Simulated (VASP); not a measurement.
The system is SiO2.

```
CELL_PARAMETERS angstrom
-1.65617 1.65617 4.64179
1.65617 -1.65617 4.64179
1.65617 1.65617 -4.64179
ATOMIC_POSITIONS crystal
Si 0.00000 0.00000 0.00000
Si 0.75000 0.25000 0.50000
O 0.80262 0.80262 0.00000
O 0.94738 0.44738 0.50000
O 0.55262 0.05262 0.50000
O 0.19738 0.19738 0.00000
```

- Program: VASP 6.6.1
- Task: relaxation of cell and atoms
- Functional: PBE
- Potentials or basis: VASP PAW PBE potentials, release 64 (Si, O)
- Cutoff: 600 eV
- k mesh: 8 × 8 × 8
- Occupations: gaussian, width 0.1 eV
- Spin: no spin polarisation

At the start: pressure 19.5 GPa; volume 8.49 Å³/atom.

**Question.** How do energy, volume and symmetry change on relaxing?

**Answer.** Over 10 steps the energy falls by 122.1 meV/atom and the volume is 8.83 Å³/atom (+4.0 %); space group I4_1/amd (No. 141, to 0.05 Å).

The path:
```
step  energy change (eV)  largest force (eV/Å)  pressure (GPa)  volume (Å³)
   1              0.0000                1.1398           19.52        50.93
   2             -0.1829                0.5083          -20.96        58.86
   3             -0.4071                0.1627           -6.52        55.26
   4             -0.6526                0.3385           -3.06        54.24
   5             -0.6980                0.5623           -0.09        53.65
   6             -0.6985                0.6036            0.45        53.57
   7             -0.7279                0.1318           -2.62        53.46
   8             -0.7295                0.0017           -2.09        53.48
   9             -0.7307                0.0217            1.76        52.58
  10             -0.7327                0.0118            0.05        52.98
```

Final structure:
```xyz
6
Lattice="-1.7629 1.7629 4.2612 1.7629 -1.7629 4.2612 1.7629 1.7629 -4.2612" Properties=species:S:1:pos:R:3 pbc="T T T"
Si    0.0000    0.0000    0.0000
Si    0.0000    1.7629    2.1306
O     1.7629    1.7629    2.4904
O     0.0000    1.7629    3.9014
O     0.0000    1.7629    0.3598
O     0.0000    0.0000    1.7708
```
